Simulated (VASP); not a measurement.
A run of VASP 6.6.1 is set up as follows.

Contents of INCAR:

```
SYSTEM = Na2Cl
PREC = Accurate ; ENCUT = 520
EDIFF = 1E-6 ; ISMEAR = 0
SIGMA = 0.1 ; LREAL = .False.
LASPH = .True. ; NELM = 100
ALGO = Normal ; ISIF = 2
LWAVE = .False. ; LCHARG = .True.
GGA = PS ; LELF = .True.
LVHAR = .True. ; NBANDS = 30
```

KPOINTS

```
Automatic mesh
0
Gamma
  8 8 4
  0 0 0
```

Contents of POSCAR:

```
Na2Cl
1.0
    3.6942064579      0.2133652800      0.0185272185
    0.2133652800      3.6942064579      0.0185272185
    0.0656073105      0.0656073105     13.0106474568
Na Cl
4 2
Direct
    0.0015089712      0.0083221895      0.2299367828
   -0.0083221895     -0.0015089712      0.7700632172
    0.0104969313     -0.0104969313      0.5000000000
    0.4950678839      0.5049321161      0.0000000000
    0.4852460675      0.4839976643      0.3570120402
    0.5160023357      0.5147539325      0.6429879598
```

Potentials or basis: VASP PAW PBE potentials, release 64 (Na_pv, Cl).

The run is started by

```sh
$ cat potpaw_PBE.64/Na_pv/POTCAR potpaw_PBE.64/Cl/POTCAR > POTCAR
$ mpirun -np 1 vasp_std > vasp.out
```

Predict the band gap on the k mesh.

zero (bands 21 and 22 overlap by 3.02 eV).

Predict the largest force.

0.153 eV/Å.

Forces in eV/Å, atoms in the order of the input:
```
Na   0.006  0.001  0.106
Na  -0.001 -0.006 -0.106
Na   0.000  0.000  0.000
Na   0.002 -0.002  0.000
Cl  -0.036 -0.030  0.145
Cl   0.030  0.036 -0.145
```

Caveat: the cell differs from its parent crystal (strained and its atoms moved); the PAW data sets were made with another functional, which shifts forces and pressure a little.
